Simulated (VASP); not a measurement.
# O in VASP: further runs, part 3 of 3

VASP 6.6.1. Earlier steps stand in the parts before.

## Step 6: Single point, PBE+D3(BJ), collinear spin, ferromagnetic start

Contents of INCAR:

```
SYSTEM = O
PREC = Accurate
ENCUT = 520
EDIFF = 1E-6
ISMEAR = -1
SIGMA = 0.02
LREAL = Auto
LASPH = .True.
NELM = 150
ALGO = Normal
ISIF = 2
LWAVE = .False.
LCHARG = .False.
ISPIN = 2
MAGMOM = 1 1 1 1 1 1 1 1 1 1 1 1 1 1 1 1 1 1 1 1
LORBIT = 11
GGA = PE
IVDW = 12
NBANDS = 80
```

Contents of KPOINTS:

```
regular mesh
0
Gamma
  1 1 1
  0 0 0
```

Contents of POSCAR:

```
O
1.0
    7.7749800000      0.0000000000      0.0000000000
    0.0000000000      7.7749800000      0.0000000000
    0.0000000000      0.0000000000      7.7749800000
O
20
Direct
    0.6318086992      0.1878075571      0.3031519052
    0.5395126418      0.1555631011      0.1813766724
    0.5879500655      0.6310369930     -0.0535178226
    0.4948051313      0.7415839012      0.0114726983
    0.9249798713      0.5663808782      0.6685419126
    0.9378030554      0.5394869183      0.8244008345
    0.3120008026      0.4483998673      0.7049793054
    0.3628433771      0.4258146002      0.5590239460
    0.7348186105      0.1875117364      0.7763364022
    0.7779055380      0.2475118907      0.6397829962
    0.9128512228      0.9101502512      0.9284139638
    0.8584973852      0.9629478147      1.0620091627
    0.1539811035     -0.0159871794      0.4634224139
    0.1397174012     -0.1589586083      0.5190624285
    0.8785231602      0.5061492120      0.2618270401
    0.8978029525      0.6555386638      0.2462642991
    0.1432672496      0.3094027252      0.0877044057
    0.1726563927      0.3212612766      0.2396790731
    0.4921684686      0.8895328348      0.6297636778
    0.5451975439      0.7893010657      0.5218405707
```

Potentials or basis: VASP PAW PBE potentials, release 64 (O).

Run with:

```console
> cat potpaw_PBE.64/O/POTCAR > POTCAR
> mpirun -np 1 vasp_gam > vasp.out
```

OUTCAR:

```text
SYSTEM = O
   PREC = Accurate
   ENCUT = 520
   EDIFF = 1E-6
   ISMEAR = -1
   LREAL = Auto
   LASPH = .True.
   NELM = 150
   ISIF = 2
   ISPIN = 2
   LORBIT = 11
   GGA = PE
   IVDW = 12
 IVDW          = 12

 ion  position               nearest neighbor table
   1  0.632  0.188  0.303-   2 1.21
   2  0.540  0.156  0.181-   1 1.21
   3  0.588  0.631  0.946-   4 1.23
   4  0.495  0.742  0.011-   3 1.23
   5  0.925  0.566  0.669-   6 1.23
   6  0.938  0.539  0.824-   5 1.23
[... 12 lines left out ...]
  19  0.492  0.890  0.630-  20 1.22
  20  0.545  0.789  0.522-  19 1.22

  LATTYP: Found a simple cubic cell.
 ALAT       =     7.7749800000

  Lattice vectors:

 A1 = (   7.7749800000,   0.0000000000,   0.0000000000)
 A2 = (   0.0000000000,   7.7749800000,   0.0000000000)
 A3 = (   0.0000000000,   0.0000000000,   7.7749800000)

Analysis of symmetry for initial positions (statically):
=====================================================================
 Subroutine PRICEL returns:
 Original cell was already a primitive cell.

 Routine SETGRP: Setting up the symmetry group for a
 simple cubic supercell.

 Subroutine GETGRP returns: Found  1 space group operations
 (whereof  1 operations were pure point group operations)
 out of a pool of 48 trial point group operations.

The static configuration has the point symmetry C_1 .

Analysis of symmetry for dynamics (positions and initial velocities):
=====================================================================
 Subroutine PRICEL returns:
 Original cell was already a primitive cell.

 Routine SETGRP: Setting up the symmetry group for a
 simple cubic supercell.

 Subroutine GETGRP returns: Found  1 space group operations
 (whereof  1 operations were pure point group operations)
 out of a pool of 48 trial point group operations.

The dynamic configuration has the point symmetry C_1 .

[... 187 lines left out ...]
      5     -29.9748      1.00000
      6     -29.8838      1.00000
[... 64 lines left out ...]
     71       2.4564      0.00000
     72       3.5414      0.00000
 Fermi energy:        -2.7865601161

 spin component 2

 k-point     1 :       0.0000    0.0000    0.0000
  band No.  band energies     occupation
      1     -29.5099      1.00000
      2     -29.1126      1.00000
      3     -29.0510      1.00000
      4     -28.8110      1.00000
      5     -28.7777      1.00000
      6     -28.6824      1.00000
[... 64 lines left out ...]
     71       2.7670      0.00000
     72       3.9695      0.00000
 [bands above 72 left out]

------------------------ aborting loop because EDIFF is reached ----------------------------------------

 Edisp (eV)   -0.63334

 E8    (eV) :    -0.1464

  FORCE on cell =-STRESS in cart. coord.  units (eV):
  Direction    XX          YY          ZZ          XY          YZ          ZX
  --------------------------------------------------------------------------------------
  -------------------------------------------------------------------------------------
  Total       2.52159    11.00896    10.60589     0.52587    -0.20952    -1.41327
  in kB       8.59582    37.52831    36.15430     1.79264    -0.71424    -4.81769
  external pressure =       27.43 kB  Pullay stress =        0.00 kB

 VOLUME and BASIS-vectors are now :
 -----------------------------------------------------------------------------
  energy-cutoff  :      520.00
  volume of cell :      470.00
      direct lattice vectors                 reciprocal lattice vectors
     7.774980000  0.000000000  0.000000000     0.128617694  0.000000000  0.000000000
     0.000000000  7.774980000  0.000000000     0.000000000  0.128617694  0.000000000
     0.000000000  0.000000000  7.774980000     0.000000000  0.000000000  0.128617694

 POSITION                                       TOTAL-FORCE (eV/Angst)
 -----------------------------------------------------------------------------------
      4.91230      1.46020      2.35700         0.818341      0.275167      1.095721
      4.19470      1.20950      1.41020        -0.888809     -0.285324     -1.141235
      4.57130      4.90630      7.35888        -0.012784     -0.032889      0.018781
      3.84710      5.76580      0.08920        -0.060199      0.022262      0.051725
      7.19170      4.40360      5.19790         0.046892      0.146424      0.108961
      7.29140      4.19450      6.40970         0.035235     -0.009072     -0.099420
[... 12 lines left out ...]
      3.82660      6.91610      4.89640        -0.306032      0.777462      0.851028
      4.23890      6.13680      4.05730         0.451318     -0.764154     -0.858253
 -----------------------------------------------------------------------------------
    total drift:                                0.021540     -0.012817      0.001824

  FREE ENERGIE OF THE ION-ELECTRON SYSTEM (eV)
  ---------------------------------------------------
  free  energy   TOTEN  =       -99.0201760241 eV

  energy  without entropy=      -99.0201760241  energy(sigma->0) =      -99.02017602

 total charge

# of ion       s       p       d       tot
------------------------------------------
    1        1.613   3.304   0.000   4.917
    2        1.612   3.306   0.000   4.918
    3        1.612   3.279   0.000   4.891
    4        1.612   3.276   0.000   4.888
    5        1.612   3.277   0.000   4.889
    6        1.612   3.278   0.000   4.890
[... 12 lines left out ...]
   19        1.612   3.302   0.000   4.914
   20        1.612   3.300   0.000   4.912
--------------------------------------------------
tot         32.255  66.268   0.000  98.524

 magnetization (x)

# of ion       s       p       d       tot
------------------------------------------
    1        0.011   0.798   0.000   0.809
    2        0.010   0.798   0.000   0.809
    3        0.010   0.799   0.000   0.809
    4        0.011   0.803   0.000   0.814
    5        0.011   0.804   0.000   0.815
    6        0.011   0.801   0.000   0.812
[... 12 lines left out ...]
   19        0.010   0.798   0.000   0.809
   20        0.010   0.797   0.000   0.808
--------------------------------------------------
tot          0.207  15.945   0.000  16.152
```

OSZICAR:

```text
N       E                     dE             d eps       ncg     rms          rms(c)
DAV:   1     0.113282806334E+04    0.11328E+04   -0.68016E+04   344   0.138E+03
DAV:   2     0.191234108844E+02   -0.11137E+04   -0.10770E+04   424   0.334E+02
DAV:   3    -0.956617982537E+02   -0.11479E+03   -0.10941E+03   368   0.114E+02
DAV:   4    -0.978553432097E+02   -0.21935E+01   -0.21893E+01   400   0.167E+01
DAV:   5    -0.978975595338E+02   -0.42216E-01   -0.42205E-01   400   0.227E+00    0.207E+01
DAV:   6    -0.977822878902E+02    0.11527E+00   -0.11694E+01   368   0.144E+01    0.961E+00
DAV:   7    -0.983976516541E+02   -0.61536E+00   -0.21480E+00   352   0.671E+00    0.468E+00
DAV:   8    -0.983608427934E+02    0.36809E-01   -0.66969E-01   352   0.339E+00    0.142E+00
DAV:   9    -0.983835158774E+02   -0.22673E-01   -0.67783E-02   360   0.118E+00    0.668E-01
DAV:  10    -0.983866459568E+02   -0.31301E-02   -0.78258E-03   352   0.431E-01    0.166E-01
DAV:  11    -0.983868715437E+02   -0.22559E-03   -0.79112E-04   352   0.144E-01    0.635E-02
DAV:  12    -0.983868682664E+02    0.32773E-05   -0.15694E-04   384   0.646E-02    0.257E-02
DAV:  13    -0.983868562939E+02    0.11972E-04   -0.37032E-05   376   0.337E-02    0.146E-02
DAV:  14    -0.983868497682E+02    0.65257E-05   -0.82508E-06   352   0.182E-02    0.775E-03
DAV:  15    -0.983868427196E+02    0.70486E-05   -0.52895E-06   344   0.169E-02    0.510E-03
DAV:  16    -0.983868391869E+02    0.35328E-05   -0.39323E-06   320   0.156E-02    0.286E-03
DAV:  17    -0.983868390613E+02    0.12555E-06   -0.23084E-06   296   0.767E-03
   1 F= -.99020176E+02 E0= -.99020176E+02  d E =-.132230E-11  mag=    20.0000
```

stdout:

```text
POSCAR found type information on POSCAR O
 POSCAR found :  1 types and      20 ions
 scaLAPACK will be used
 LDA part: xc-table for (Slater+PW92), standard interpolation
 POSCAR, INCAR and KPOINTS ok, starting setup
 FFT: planning ... GRIDC
 FFT: planning ... GRID_SOFT
 FFT: planning ... GRID
 WAVECAR not read
 entering main loop
```

It took 2.9 min on 1 thread of AMD EPYC 7R13, shared host; peak memory 0.56 GiB.

Results:

```
Free energy                                           : -99.0202 eV
Pressure                                              : 2.7 GPa
Largest force                                         : 4.920 eV/Å
Net moment                                            : 20.00 μB per cell
Site moments                                          : O +0.81, +0.80 (each value once) μB
Valence electrons inside the program's atomic spheres : O 4.92, 4.89, 4.93, 4.95, 4.94, 4.98, 4.91 (each value once)
Dispersion energy per atom                            : -0.032 eV
```

Forces on the atoms (eV/Å):
```
O    0.818  0.275  1.096
O   -0.889 -0.285 -1.141
O   -0.013 -0.033  0.019
O   -0.060  0.022  0.052
O    0.047  0.146  0.109
O    0.035 -0.009 -0.099
O   -0.458  0.196  1.337
O    0.491 -0.233 -1.326
O   -0.680 -0.732  1.778
O    0.541  0.641 -1.799
O    1.212 -1.115 -2.736
O   -1.070  1.169  2.742
O    0.227  2.691 -1.065
O   -0.323 -2.640  1.022
O   -0.833 -4.817  0.555
O    0.630  4.855 -0.462
O   -0.340 -0.209 -2.026
O    0.520  0.063  1.951
O   -0.306  0.777  0.851
O    0.451 -0.764 -0.858
```

Stress tensor (GPa, compression positive):
```
 0.86  0.18 -0.48
 0.18  3.75 -0.07
-0.48 -0.07  3.62
```

Levels at points of the mesh, in eV from the Fermi level:
Spin up:
```csv
k point,band 66,band 67,band 68,band 69,band 70,band 71,band 72,band 73,band 74,band 75
"(0.00, 0.00, 0.00)",-0.80,-0.78,-0.66,-0.63,-0.54,5.24,6.33,6.63,6.87,7.10
```
Spin down:
```csv
k point,band 48,band 49,band 50,band 51,band 52,band 53
"(0.00, 0.00, 0.00)",-5.47,-5.42,-5.26,0.91,0.98,1.04
```

Caveat: the k points lie up to 0.81 Å⁻¹ apart, too coarse for converged energies, forces and pressures; the standard files for N, O and F lose accuracy on very short bonds; the atoms stand as in a frame of molecular dynamics.

## Step 7: The runs side by side

| cell | pressure (GPa) | moment (μB) | largest force (eV/Å) |
| --- | --- | --- | --- |
| as given, atomic positions A | 1.3 | 20.00 | 2.78 |
| as given, atomic positions B | 1.8 | 20.00 | 3.51 |
| as given, atomic positions C | 2.2 | 20.00 | 4.91 |
| as given, atomic positions D | 2.7 | 20.00 | 5.28 |
| as given, atomic positions E | 2.7 | 20.00 | 4.92 |

Alike in all rows: task single point; level PBE+D3(BJ); potentials or basis VASP PAW PBE potentials, release 64 (O); spin collinear, ferromagnetic start; k mesh 1 × 1 × 1; cutoff (eV) 520; smearing fermi-dirac 0.02 eV.

Caveats: all runs use coarse meshes; the standard files for N, O and F lose accuracy on very short bonds; the atoms stand as in a frame of molecular dynamics (at least some runs).

Total energies depend on the potentials used, so only differences within one code and one set of settings carry meaning.
